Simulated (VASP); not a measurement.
Wanted: the native input for a VASP 6.6.1 run.

```yaml
Task: density of states
Functional: PBE
Potentials_or_basis: VASP PAW PBE potentials, release 64 (Sr_sv)
Cutoff: 520 eV
k_mesh: 12 × 12 × 6
Occupations: gaussian, width 0.1 eV
Spin: no spin polarisation
Dipole_correction: no
k_mesh_for_the_DOS: 18 × 18 × 9
Occupations_for_the_DOS: tetrahedron
Further_INCAR_settings: ALGO = Normal; EDIFF = 1e-06
```

Sr:

```
CELL_PARAMETERS angstrom
4.26776 0.00000 0.00000
-2.13388 3.69599 0.00000
0.00000 0.00000 7.01331
ATOMIC_POSITIONS crystal
Sr 0.33333 0.66667 0.25000
Sr 0.66667 0.33333 0.75000
```

One way to write it, as run:

POSCAR

```
Sr
1.0
    4.2677561623      0.0000000000      0.0000000000
   -2.1338780812      3.6959852537      0.0000000000
    0.0000000000      0.0000000000      7.0133129201
Sr
2
Direct
    0.3333333333      0.6666666667      0.2500000000
    0.6666666667      0.3333333333      0.7500000000
```

INCAR.step1

```
SYSTEM = Sr
ALGO = Normal
EDIFF = 1E-6
ENCUT = 520
GGA = PE
ISIF = 2
ISMEAR = 0
LASPH = .True.
LCHARG = .True.
LREAL = .False.
LWAVE = .False.
NBANDS = 17
NELM = 100
PREC = Accurate
SIGMA = 0.1
```

KPOINTS.step1

```
k-points
0
Gamma
  12 12 6
  0 0 0
```

INCAR.step2

```
SYSTEM = Sr
ALGO = Normal
EDIFF = 1E-6
ENCUT = 520
GGA = PE
ICHARG = 11
ISIF = 2
ISMEAR = -5
LASPH = .True.
LCHARG = .False.
LORBIT = 11
LREAL = .False.
LWAVE = .False.
NEDOS = 2001
NELM = 100
PREC = Accurate
SIGMA = 0.1
```

KPOINTS.step2

```
k-points
0
Gamma
  18 18 9
  0 0 0
```

Potentials or basis: VASP PAW PBE potentials, release 64 (Sr_sv).

Command:

```sh
$ cat potpaw_PBE.64/Sr_sv/POTCAR > POTCAR
$ cp INCAR.step1 INCAR
$ cp KPOINTS.step1 KPOINTS
$ mpirun -np 1 vasp_std > vasp.out
$ cp INCAR.step2 INCAR
$ cp KPOINTS.step2 KPOINTS
$ mpirun -np 1 vasp_std > vasp.out
```

It gave:

```
Valence electrons inside the program's atomic spheres : Sr 7.91
```

It took 3.2 min on 1 thread of Intel(R) Xeon(R) Platinum 8259CL CPU @ 2.50GHz (Skylake/Cascade Lake), with other jobs on the host, peak memory 0.4 GiB.
